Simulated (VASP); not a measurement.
Runs of VASP 6.6.1 on Sc. The structure is that of space group P6_3/mmc (No. 194), or close to it. The cells are those of the table. 

```csv
cell,gap on the mesh (eV),pressure (GPa)
"a = 3.221, b = 3.221, c = 4.990 Å, angles 90.0, 90.0, 120.0°, 2 atoms",none,7.2
"a = 3.293, b = 3.293, c = 5.135 Å, angles 90.0, 90.0, 120.0°, 2 atoms",none,2.2
"a = 3.262, b = 3.262, c = 5.072 Å, angles 90.0, 90.0, 120.0°, 2 atoms",none,(b)
"a = 3.133, b = 3.133, c = 4.807 Å, angles 90.0, 90.0, 120.0°, 2 atoms",none,15.3
"a = 3.185, b = 3.185, c = 4.916 Å, angles 90.0, 90.0, 120.0°, 2 atoms",none,(a)
```

Alike in all rows: task single point; level r2SCAN; potentials or basis VASP PAW PBE potentials, release 64 (Sc_sv); no spin polarisation; k mesh 16 × 16 × 10; cutoff (eV) 520; smearing fermi-dirac 0.08 eV.

Question: Fill in the values left out.

Answer: (a) 10.3; (b) 4.2.

Caveats: the PAW data sets were made with another functional, which shifts forces and pressure a little; the cell stands under pressure (at least some runs).

A gap of «none» marks levels without a gap at the run's occupations.
